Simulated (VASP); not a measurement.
# LaC (Fm-3m) in VASP: settings compared

LaC is run at these levels: PBE, LDA, PBEsol; tasks: single point.

All numbers are computed with VASP 6.6.1; they aren't measurements. Logs are shortened: lines on timing, memory, paths and dates and some standing lists are left out, and cuts for length are marked.

**1. The cell of the first run**

Symmetry: Fm-3m, No. 225, cubic system. Conventional cell: a = 5.433 Å, b = 5.433 Å, c = 5.433 Å, α = 90.00°, β = 90.00°, γ = 90.00°. Within 3.6 Å of La (site symmetry m-3m) lie 6 C at 2.72 Å. C (site symmetry m-3m) has 6 La at 2.72 Å within 3.6 Å.

**2. Single point, PBE**

INCAR

```
PREC = Accurate
ENCUT = 520
EDIFF = 1E-6
ISMEAR = 0
SIGMA = 0.05
LREAL = False
LASPH = True
NELM = 100
ALGO = Normal
ISIF = 2
LWAVE = False
LCHARG = False
GGA = PE
NBANDS = 14
```

KPOINTS

```
Automatic mesh
0
Gamma
  12 12 12
```

POSCAR

```
LaC
1.0
    0.0000000000      2.7165836941      2.7165836941
    2.7165836941      0.0000000000      2.7165836941
    2.7165836941      2.7165836941      0.0000000000
La C
1 1
Direct
    0.5000000000      0.5000000000      0.5000000000
    0.0000000000      0.0000000000      0.0000000000
```

Potentials or basis: VASP PAW PBE potentials, release 64 (La, C).

Run with:

```console
cat potpaw_PBE.64/La/POTCAR potpaw_PBE.64/C/POTCAR > POTCAR
mpirun -np 1 vasp_std > vasp.out
```

OUTCAR:

```text
PREC = Accurate
   ENCUT = 520
   EDIFF = 1E-6
   ISMEAR = 0
   LREAL = False
   LASPH = True
   NELM = 100
   ISIF = 2
   GGA = PE

 ion  position               nearest neighbor table
   1  0.500  0.500  0.500-   2 2.72   2 2.72   2 2.72   2 2.72   2 2.72   2 2.72
   2  0.000  0.000  0.000-   1 2.72   1 2.72   1 2.72   1 2.72   1 2.72   1 2.72

  LATTYP: Found a face centered cubic cell.
 ALAT       =     5.4331673882

  Lattice vectors:

 A1 = (   0.0000000000,   2.7165836941,   2.7165836941)
 A2 = (   2.7165836941,   0.0000000000,   2.7165836941)
 A3 = (   2.7165836941,   2.7165836941,   0.0000000000)

Analysis of symmetry for initial positions (statically):
=====================================================================
 Subroutine PRICEL returns:
 Original cell was already a primitive cell.

 Routine SETGRP: Setting up the symmetry group for a
 face centered cubic supercell.

 Subroutine GETGRP returns: Found 48 space group operations
 (whereof 48 operations were pure point group operations)
 out of a pool of 48 trial point group operations.

The static configuration has the point symmetry O_h .

Analysis of symmetry for dynamics (positions and initial velocities):
=====================================================================
 Subroutine PRICEL returns:
 Original cell was already a primitive cell.

 Routine SETGRP: Setting up the symmetry group for a
 face centered cubic supercell.

 Subroutine GETGRP returns: Found 48 space group operations
 (whereof 48 operations were pure point group operations)
 out of a pool of 48 trial point group operations.

The dynamic configuration has the point symmetry O_h .

 Subroutine INISYM returns: Found 48 space group operations
 (whereof 48 operations are pure point group operations),
 and found     1 'primitive' translations

----------------------------------------------------------------------------------------

                                     Primitive cell

  volume of cell :      40.0958

  direct lattice vectors                    reciprocal lattice vectors
     0.000000000  2.716583694  2.716583694    -0.184054701  0.184054701  0.184054701
     2.716583694  0.000000000  2.716583694     0.184054701 -0.184054701  0.184054701
     2.716583694  2.716583694  0.000000000     0.184054701  0.184054701 -0.184054701

  length of vectors
     3.841829504  3.841829504  3.841829504     0.318792094  0.318792094  0.318792094

  position of ions in fractional coordinates (direct lattice)
     0.500000000  0.500000000  0.500000000
     0.000000000  0.000000000  0.000000000

  ion indices of the primitive-cell ions
   primitive index   ion index
                 1           1
                 2           2

----------------------------------------------------------------------------------------

 KPOINTS: Automatic mesh

Automatic generation of k-mesh.
 Grid dimensions read from file:
 generate k-points for:   12   12   12

 Generating k-lattice:

  Cartesian coordinates                     Fractional coordinates (reciprocal lattice)
    -0.015337892  0.015337892  0.015337892     0.083333333  0.000000000  0.000000000
     0.015337892 -0.015337892  0.015337892     0.000000000  0.083333333  0.000000000
     0.015337892  0.015337892 -0.015337892     0.000000000  0.000000000  0.083333333

  Length of vectors
     0.026566008  0.026566008  0.026566008

  Shift w.r.t. Gamma in fractional coordinates (k-lattice)
     0.000000000  0.000000000  0.000000000

 Subroutine IBZKPT returns following result:
 ===========================================

 Found     72 irreducible k-points:

 Following reciprocal coordinates:
            Coordinates               Weight
  0.000000  0.000000  0.000000      1.000000
  0.083333  0.000000  0.000000      8.000000
  0.166667  0.000000  0.000000      8.000000
  0.250000  0.000000  0.000000      8.000000
  0.333333  0.000000  0.000000      8.000000
  0.416667  0.000000  0.000000      8.000000
[... 16 lines left out ...]
  0.500000  0.166667  0.000000     24.000000
 -0.416667  0.166667  0.000000     24.000000
 [... further k-points ...]
   k-points           NKPTS =     72   k-points in BZ     NKDIM =     72   number of bands    NBANDS=     14
   number of dos      NEDOS =    301   number of ions     NIONS =      2
   total plane-waves  NPLWV =  27000
   dimension x,y,z NGX =    30 NGY =   30 NGZ =   30
   dimension x,y,z NGXF=    60 NGYF=   60 NGZF=   60
   ions per type =               1   1
   NGX,Y,Z   is equivalent  to a cutoff of  12.98, 12.98, 12.98 a.u.
   NGXF,Y,Z  is equivalent  to a cutoff of  25.96, 25.96, 25.96 a.u.
 SYSTEM =  unknown system
   PREC   = accura    normal or accurate (medium, high low for compatibility)
   ISTART =      0    job   : 0-new  1-cont  2-samecut
   ICHARG =      2    charge: 1-file 2-atom 10-const
   ISPIN  =      1    spin polarized calculation?
   LNONCOLLINEAR =      F non collinear calculations
   LSORBIT =      F    spin-orbit coupling
   LASPH  =      T    aspherical Exc in radial PAW
   ENCUT  =  520.0 eV  38.22 Ry    6.18 a.u.   7.14  7.14  7.14*2*pi/ulx,y,z
   NELM   =    100;   NELMIN=  2; NELMDL= -5     # of ELM steps
   EDIFF  = 0.1E-05   stopping-criterion for ELM
   LREAL  =      F    real-space projection
   EDIFFG = 0.1E-04   stopping-criterion for IOM
   NSW    =      0    number of steps for IOM
   IBRION =     -1    ionic relax: 0-MD 1-quasi-New 2-CG
   NFREE  =      0    steps in history (QN), initial steepest desc. (CG)
   ISIF   =      2    stress and relaxation
   ISYM   =      2    0-nonsym 1-usesym 2-fastsym
   POTIM  = 0.5000    time-step for ionic-motion
   TEBEG  =    0.0;   TEEND  =   0.0 temperature during run
   PSTRESS=    0.0 pullay stress
   NELECT =      15.0000    total number of electrons
   NUPDOWN=      -1.0000    fix difference up-down
   EMIN   =  10.00;   EMAX   =-10.00  energy-range for DOS
   EFERMI =   0.00;   METHOD = LEGACY
   ISMEAR =     0;   SIGMA  =   0.05  broadening in eV -4-tet -1-fermi 0-gaus
   EFERMI_NEDOS =   21; number of points for ismear=-14 and -15
   IALGO  =     38    algorithm
   IMIX   =      4    mixing-type and parameters
     AMIX     =   0.40;   BMIX     =  1.00
     AMIX_MAG =   1.60;   BMIX_MAG =  1.00
  volume/ion in A,a.u.               =      20.05       135.29
  Fermi-wavevector in a.u.,A,eV,Ry     =   1.179611  2.229142 18.932265  1.391482
  Thomas-Fermi vector in A             =   2.315919
   LORBIT       =      0    0 simple, 1 ext, 2 COOP (PROOUT), +10 PAW based schemes
   GGA     = PE    functional components
   LHFCALC =     F    Hartree Fock is set to
   AEXX    =    0.0000 exact exchange contribution
   IVDW    =     0    specifies the selected vdW correction
   LEPSILON=     F    determine dielectric tensor
   LRPA    =     F    only Hartree local field effects (RPA)
 non-spin polarized calculation
 Gauss-broadening in eV      SIGMA  =   0.05
  energy-cutoff  :      520.00
  volume of cell :       40.10
 maximum number of plane-waves:      1106
 NGX is ok and might be reduce to    30
   NGX = 15   NGY = 15   NGZ = 15

 number of electron      15.0000000 magnetization

 Free energy of the ion-electron system (eV)
  ---------------------------------------------------
  ext. energy  EPLUGINS =         0.00000000
  ---------------------------------------------------
  free energy    TOTEN  =       -13.35187613 eV

  energy without entropy =      -13.34680059  energy(sigma->0) =      -13.34933836

 E-fermi :   7.2682     XC(G=0): -10.4069

 val. band max:        7.2651109331   @ k =  -0.4167   0.4167   0.0833
 cond. band min:       7.2735774466   @ k =   0.5000   0.4167   0.0833
 fundamental gap:      0.0084665135
 Fermi energy:         7.2681947063

 k-point     1 :       0.0000    0.0000    0.0000
  band No.  band energies     occupation
      1     -23.9005      2.00000
      2      -7.0973      2.00000
      3      -7.0973      2.00000
      4      -7.0973      2.00000
      5      -1.3961      2.00000
      6       7.7722      0.00000
      7       7.7722      0.00000
      8       7.7722      0.00000
      9       9.9811      0.00000
     10       9.9811      0.00000
     11       9.9811      0.00000
     12      10.3615      0.00000
     13      11.3765      0.00000
     14      11.3765      0.00000

 k-point     2 :       0.0833    0.0000    0.0000
  band No.  band energies     occupation
      1     -23.8895      2.00000
      2      -7.2277      2.00000
      3      -7.1052      2.00000
      4      -7.1052      2.00000
      5      -1.2425      2.00000
      6       7.4776      0.00000
      7       7.5863      0.00000
      8       7.5863      0.00000
      9       9.7689      0.00000
     10      10.0747      0.00000
     11      10.0747      0.00000
     12      10.6580      0.00000
     13      11.3623      0.00000
     14      11.3712      0.00000

 k-point     3 :       0.1667    0.0000    0.0000
  band No.  band energies     occupation
      1     -23.8590      2.00000
      2      -7.5561      2.00000
      3      -7.1264      2.00000
      4      -7.1264      2.00000
      5      -0.8480      2.00000
      6       6.7889      2.00000
      7       7.1557      1.99853
      8       7.1557      1.99853
      9       9.6516      0.00000
     10      10.3033      0.00000
     11      10.3033      0.00000
     12      10.9836      0.00000
     13      11.3130      0.00000
     14      11.3133      0.00000
[... 324 lines left out ...]
 k-point    23 :       0.5000    0.1667    0.0000
  band No.  band energies     occupation
      1     -23.7178      2.00000
      2      -8.4661      2.00000
      3      -7.4356      2.00000
      4      -7.3035      2.00000
      5       0.0718      2.00000
      6       5.3529      2.00000
      7       6.3963      2.00000
      8       6.4538      2.00000
      9      10.0004      0.00000
     10      10.7845      0.00000
     11      10.8341      0.00000
     12      11.1486      0.00000
     13      11.1964      0.00000
     14      11.2717      0.00000

 k-point    24 :      -0.4167    0.1667    0.0000
  band No.  band energies     occupation
      1     -23.7148      2.00000
      2      -8.4850      2.00000
      3      -7.4869      2.00000
      4      -7.2657      2.00000
      5       0.1654      2.00000
      6       5.1966      2.00000
      7       6.1865      2.00000
      8       6.5869      2.00000
      9      10.4108      0.00000
     10      10.6434      0.00000
     11      10.7712      0.00000
     12      11.1454      0.00000
     13      11.2248      0.00000
     14      11.2768      0.00000

 [... further k-points ...]
[... 5 lines left out ...]
  --------------------------------------------------------------------------------------
  -------------------------------------------------------------------------------------
  Total       -0.0080686     -0.0080686     -0.0080686      0.0000000      0.0000000      0.0000000
  in kB       -0.3224089     -0.3224089     -0.3224089      0.0000000      0.0000000      0.0000000
  external PRESSURE =      -0.3224089 kB  Pullay stress =       0.0000000 kB

 VOLUME and BASIS-vectors are now :
 -----------------------------------------------------------------------------
  energy-cutoff  :      520.00
  volume of cell :       40.10
      direct lattice vectors                 reciprocal lattice vectors
     0.000000000  2.716583694  2.716583694    -0.184054701  0.184054701  0.184054701
     2.716583694  0.000000000  2.716583694     0.184054701 -0.184054701  0.184054701
     2.716583694  2.716583694  0.000000000     0.184054701  0.184054701 -0.184054701

 POSITION                                       TOTAL-FORCE (eV/Angst)
 -----------------------------------------------------------------------------------
      2.71658      2.71658      2.71658         0.000000     -0.000000     -0.000000
      0.00000      0.00000      0.00000        -0.000000      0.000000      0.000000
 -----------------------------------------------------------------------------------
    total drift:                               -0.000000     -0.000000      0.000000

  FREE ENERGIE OF THE ION-ELECTRON SYSTEM (eV)
  ---------------------------------------------------
  free  energy   TOTEN  =       -13.3518761254 eV

  energy  without entropy=      -13.3468005901  energy(sigma->0) =      -13.34933836
```

Wall time 67 s (1 thread of Intel Xeon Platinum 8488C (Sapphire Rapids), shared host); peak memory 0.21 GiB.

What came out:

```yaml
Free_energy: -13.3519 eV
Pressure: 0.0 GPa
```

Caveat: spin-orbit coupling is left out, which moves the levels of the heavy elements.

(Continued in part 2 of 2.)
